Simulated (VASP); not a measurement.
# Sb (R-3m) in VASP: a series of runs

Sb is run at these levels: PBE; tasks: single point.

Program: VASP 6.6.1. These are calculated values, not measurements. Logs are shortened: lines on timing, memory, paths and dates and some standing lists are left out, and cuts for length are marked.

### 1 The cell of the first run

The structure is trigonal, space group R-3m (No. 166). The conventional cell has a = 4.308 Å, b = 4.308 Å, c = 11.274 Å, α = 90.00°, β = 90.00°, γ = 120.00°. Sb (site symmetry 3m) has 6 Sb at 2.91 to 3.35 Å within 3.8 Å.

### 2 Single point, PBE

The input, INCAR:

```
SYSTEM = Sb
PREC = Accurate
ENCUT = 520
EDIFF = 1E-7
ISMEAR = 0
SIGMA = 0.023
LREAL = .False.
LASPH = .True.
NELM = 80
ALGO = Normal
ISIF = 2
LWAVE = .False.
LCHARG = .False.
GGA = PE
NBANDS = 12
```

The input, KPOINTS:

```
regular mesh
0
Gamma
  8 8 8
  0 0 0
```

The input, POSCAR:

```
Sb
1.0
    2.1542000000      1.2437279499      3.7580000000
   -2.1542000000      1.2437279499      3.7580000000
    0.0000000000     -2.4874558998      3.7580000000
Sb
2
Direct
    0.7665100000      0.7665100000      0.7665100000
    0.2334900000      0.2334900000      0.2334900000
```

Potentials or basis: VASP PAW PBE potentials, release 64 (Sb).

Run with:

```console
> cat potpaw_PBE.64/Sb/POTCAR > POTCAR
> mpirun -np 1 vasp_std > vasp.out
```

OUTCAR:

```text
SYSTEM = Sb
   PREC = Accurate
   ENCUT = 520
   EDIFF = 1E-7
   ISMEAR = 0
   LREAL = .False.
   LASPH = .True.
   NELM = 80
   ISIF = 2
   GGA = PE

 ion  position               nearest neighbor table
   1  0.767  0.767  0.767-   2 2.91   2 2.91   2 2.91   2 3.35   2 3.35   2 3.35
   2  0.233  0.233  0.233-   1 2.91   1 2.91   1 2.91   1 3.35   1 3.35   1 3.35

  LATTYP: Found a trigonal (rhomboedric) cell.
 ALAT       =     4.5066618304
 COS(alpha) =     0.5430253624

  Lattice vectors:

 A1 = (   2.1542000000,   1.2437279499,   3.7580000000)
 A2 = (  -2.1542000000,   1.2437279499,   3.7580000000)
 A3 = (   0.0000000000,  -2.4874558998,   3.7580000000)

Analysis of symmetry for initial positions (statically):
=====================================================================
 Subroutine PRICEL returns:
 Original cell was already a primitive cell.

 Routine SETGRP: Setting up the symmetry group for a
 trigonal (rhombohedral) supercell.

 Subroutine GETGRP returns: Found 12 space group operations
 (whereof 12 operations were pure point group operations)
 out of a pool of 12 trial point group operations.

The static configuration has the point symmetry D_3d.

Analysis of symmetry for dynamics (positions and initial velocities):
=====================================================================
 Subroutine PRICEL returns:
 Original cell was already a primitive cell.

 Routine SETGRP: Setting up the symmetry group for a
 trigonal (rhombohedral) supercell.

 Subroutine GETGRP returns: Found 12 space group operations
 (whereof 12 operations were pure point group operations)
 out of a pool of 12 trial point group operations.

The dynamic configuration has the point symmetry D_3d.

 Subroutine INISYM returns: Found 12 space group operations
 (whereof 12 operations are pure point group operations),
 and found     1 'primitive' translations

----------------------------------------------------------------------------------------

                                     Primitive cell

  volume of cell :      60.4115

  direct lattice vectors                    reciprocal lattice vectors
     2.154200000  1.243727950  3.758000000     0.232104726  0.134005726  0.088699663
    -2.154200000  1.243727950  3.758000000    -0.232104726  0.134005726  0.088699663
     0.000000000 -2.487455900  3.758000000     0.000000000 -0.268011452  0.088699663

  length of vectors
     4.506661830  4.506661830  4.506661830     0.282307932  0.282307932  0.282307932

  position of ions in fractional coordinates (direct lattice)
[... 91 lines left out ...]
   NUPDOWN=      -1.0000    fix difference up-down
   EMIN   =  10.00;   EMAX   =-10.00  energy-range for DOS
   EFERMI =   0.00;   METHOD = LEGACY
   ISMEAR =     0;   SIGMA  =   0.02  broadening in eV -4-tet -1-fermi 0-gaus
   EFERMI_NEDOS =   21; number of points for ismear=-14 and -15
   IALGO  =     38    algorithm
   IMIX   =      4    mixing-type and parameters
     AMIX     =   0.40;   BMIX     =  1.00
     AMIX_MAG =   1.60;   BMIX_MAG =  1.00
  volume/ion in A,a.u.               =      30.21       203.84
  Fermi-wavevector in a.u.,A,eV,Ry     =   0.898880  1.698637 10.993305  0.807985
  Thomas-Fermi vector in A             =   2.021644
   LORBIT       =      0    0 simple, 1 ext, 2 COOP (PROOUT), +10 PAW based schemes
   GGA     = PE    functional components
   LHFCALC =     F    Hartree Fock is set to
   AEXX    =    0.0000 exact exchange contribution
   IVDW    =     0    specifies the selected vdW correction
   LEPSILON=     F    determine dielectric tensor
   LRPA    =     F    only Hartree local field effects (RPA)
 non-spin polarized calculation
 Gauss-broadening in eV      SIGMA  =   0.02
  energy-cutoff  :      520.00
  volume of cell :       60.41
 maximum number of plane-waves:      1638
 NGX is ok and might be reduce to    36
   NGX = 17   NGY = 17   NGZ = 17

 number of electron      10.0000000 magnetization

 Free energy of the ion-electron system (eV)
  ---------------------------------------------------
  ext. energy  EPLUGINS =         0.00000000
  ---------------------------------------------------
  free energy    TOTEN  =        -8.25624297 eV

  energy without entropy =       -8.25607786  energy(sigma->0) =       -8.25616041

 E-fermi :   7.3789     XC(G=0):  -9.5308

 val. band max:        7.3785522530   @ k =   0.3750   0.1250   0.1250
 cond. band min:       7.4201702106   @ k =   0.5000   0.5000   0.5000
 fundamental gap:      0.0416179576
 Fermi energy:         7.3789253765

 k-point     1 :       0.0000    0.0000    0.0000
  band No.  band energies     occupation
      1      -5.4387      2.00000
      2       2.4906      2.00000
      3       5.2199      2.00000
      4       5.4839      2.00000
      5       5.4839      2.00000
      6       9.3485      0.00000
      7       9.9804      0.00000
      8       9.9804      0.00000
      9      12.3691      0.00000
     10      12.3691      0.00000
     11      12.5295      0.00000
     12      13.8745      0.00000
[... 331 lines left out ...]
 k-point    24 :       0.3750    0.1250    0.1250
  band No.  band energies     occupation
      1      -4.4405      2.00000
      2      -0.2523      2.00000
      3       3.9129      2.00000
      4       5.7470      2.00000
      5       7.3786      1.01830
      6       7.4743      0.00000
      7       7.9573      0.00000
      8      10.3281      0.00000
      9      12.2794      0.00000
     10      13.2346      0.00000
     11      14.4676      0.00000
     12      16.2171      0.00000

 [... further k-points ...]

------------------------ aborting loop because EDIFF is reached ----------------------------------------

  FORCE on cell =-STRESS in cart. coord.  units (eV):
  Direction    XX          YY          ZZ          XY          YZ          ZX
  --------------------------------------------------------------------------------------
  -------------------------------------------------------------------------------------
  Total        1.1400923      1.1400923      0.8591638      0.0000000      0.0000000     -0.0000000
  in kB       30.2364756     30.2364756     22.7859472      0.0000000      0.0000000     -0.0000000
  external PRESSURE =      27.7529661 kB  Pullay stress =       0.0000000 kB

 VOLUME and BASIS-vectors are now :
 -----------------------------------------------------------------------------
  energy-cutoff  :      520.00
  volume of cell :       60.41
      direct lattice vectors                 reciprocal lattice vectors
     2.154200000  1.243727950  3.758000000     0.232104726  0.134005726  0.088699663
    -2.154200000  1.243727950  3.758000000    -0.232104726  0.134005726  0.088699663
     0.000000000 -2.487455900  3.758000000     0.000000000 -0.268011452  0.088699663

 POSITION                                       TOTAL-FORCE (eV/Angst)
 -----------------------------------------------------------------------------------
      0.00000      0.00000      8.64163         0.000000      0.000000     -0.184852
      0.00000      0.00000      2.63237         0.000000     -0.000000      0.184852
 -----------------------------------------------------------------------------------
    total drift:                                0.000000     -0.000000     -0.000000

  FREE ENERGIE OF THE ION-ELECTRON SYSTEM (eV)
  ---------------------------------------------------
  free  energy   TOTEN  =        -8.2562429733 eV

  energy  without entropy=       -8.2560778560  energy(sigma->0) =       -8.25616041
```

OSZICAR:

```text
N       E                     dE             d eps       ncg     rms          rms(c)
DAV:   1     0.354682027832E+02    0.35468E+02   -0.36115E+03  1560   0.661E+02
DAV:   2    -0.627202148127E+01   -0.41740E+02   -0.40192E+02  2084   0.107E+02
DAV:   3    -0.824043278700E+01   -0.19684E+01   -0.19595E+01  1944   0.260E+01
DAV:   4    -0.825770447738E+01   -0.17272E-01   -0.17271E-01  1776   0.293E+00
DAV:   5    -0.825791806706E+01   -0.21359E-03   -0.21359E-03  1944   0.356E-01    0.302E+00
DAV:   6    -0.825664268900E+01    0.12754E-02   -0.23140E-03  1804   0.324E-01    0.182E+00
DAV:   7    -0.825609320960E+01    0.54948E-03   -0.57394E-03  1832   0.498E-01    0.771E-02
DAV:   8    -0.825621639289E+01   -0.12318E-03   -0.14597E-04  1932   0.757E-02    0.215E-02
DAV:   9    -0.825624145302E+01   -0.25060E-04   -0.32933E-05  1788   0.340E-02    0.437E-03
DAV:  10    -0.825624254519E+01   -0.10922E-05   -0.23346E-06  1896   0.873E-03    0.119E-03
DAV:  11    -0.825624280367E+01   -0.25847E-06   -0.27538E-07  1876   0.311E-03    0.726E-04
DAV:  12    -0.825624296941E+01   -0.16575E-06   -0.32138E-08  1164   0.974E-04    0.192E-04
DAV:  13    -0.825624297335E+01   -0.39342E-08   -0.59323E-09   936   0.512E-04
   1 F= -.82562430E+01 E0= -.82561604E+01  d E =-.165117E-03
```

stdout:

```text
POSCAR found type information on POSCAR Sb
 POSCAR found :  1 types and       2 ions
 scaLAPACK will be used
 LDA part: xc-table for (Slater+PW92), standard interpolation
 POSCAR, INCAR and KPOINTS ok, starting setup
 FFT: planning ... GRIDC
 FFT: planning ... GRID_SOFT
 FFT: planning ... GRID
 WAVECAR not read
 entering main loop
```

It took 70 s on 1 thread of Intel Xeon 8259CL, shared host; peak memory 0.22 GiB.

What came out:

```
Free energy            : -8.2562 eV
Pressure               : 2.8 GPa
Largest force          : 0.185 eV/Å
Band gap on the k mesh : zero (bands 5 and 6 overlap by 0.30 eV)
```

Forces on the atoms (eV/Å):
```
Sb   0.000  0.000 -0.185
Sb   0.000  0.000  0.185
```

Caveat: spin-orbit coupling is left out, which moves the levels of the heavy elements.

### 3 Single point, PBE

The input, INCAR:

```
SYSTEM = Sb
  ALGO = Normal
  EDIFF = 1E-6
  ENCUT = 520
  GGA = PE
  ISIF = 2
  ISMEAR = 0
  LASPH = .True.
  LCHARG = .True.
  LELF = .True.
  LREAL = .False.
  LVHAR = .True.
  LWAVE = .False.
  NBANDS = 12
  NELM = 60
  PREC = Accurate
  SIGMA = 0.011
```

The input, KPOINTS:

```
k-points
0
Gamma
  8 8 8
  0 0 0
```

POSCAR is that of step 2.

Potentials or basis: VASP PAW PBE potentials, release 64 (Sb).

Run with:

```console
> cat potpaw_PBE.64/Sb/POTCAR > POTCAR
> mpirun -np 1 vasp_std > vasp.out
```

Wall time 54 s (1 thread of Intel Xeon 8259CL, shared host); peak memory 0.22 GiB.

It converged, with:

```yaml
Free_energy: -8.2562 eV
Pressure: 2.8 GPa
Largest_force: 0.185 eV/Å
Band_gap_on_the_k_mesh: zero (bands 5 and 6 overlap by 0.30 eV)
```

Forces in eV/Å, atoms in the order of the input:
```
Sb   0.000  0.000 -0.185
Sb   0.000  0.000  0.185
```

Stress tensor (GPa, compression positive):
```
3.03 0.00 0.00
0.00 3.03 0.00
0.00 0.00 2.28
```

Levels at points of the mesh, in eV from the Fermi level:
```csv
k point,band 1,band 2,band 3,band 4,band 5,band 6,band 7,band 8,band 9,band 10
"(0.00, 0.00, 0.00)",-12.82,-4.89,-2.16,-1.89,-1.89,1.97,2.60,2.60,4.99,4.99
"(0.50, 0.00, 0.00)",-10.46,-9.73,-2.04,-1.92,-0.38,-0.30,0.10,0.41,7.47,8.11
"(0.50, 0.50, 0.00)",-10.45,-8.10,-5.53,-3.85,-3.76,1.43,4.85,5.43,6.85,8.60
"(0.50, 0.50, 0.50)",-11.29,-9.07,-1.41,-1.41,-0.57,0.04,0.04,1.04,6.90,8.55
```

Caveat: spin-orbit coupling is left out, which moves the levels of the heavy elements.
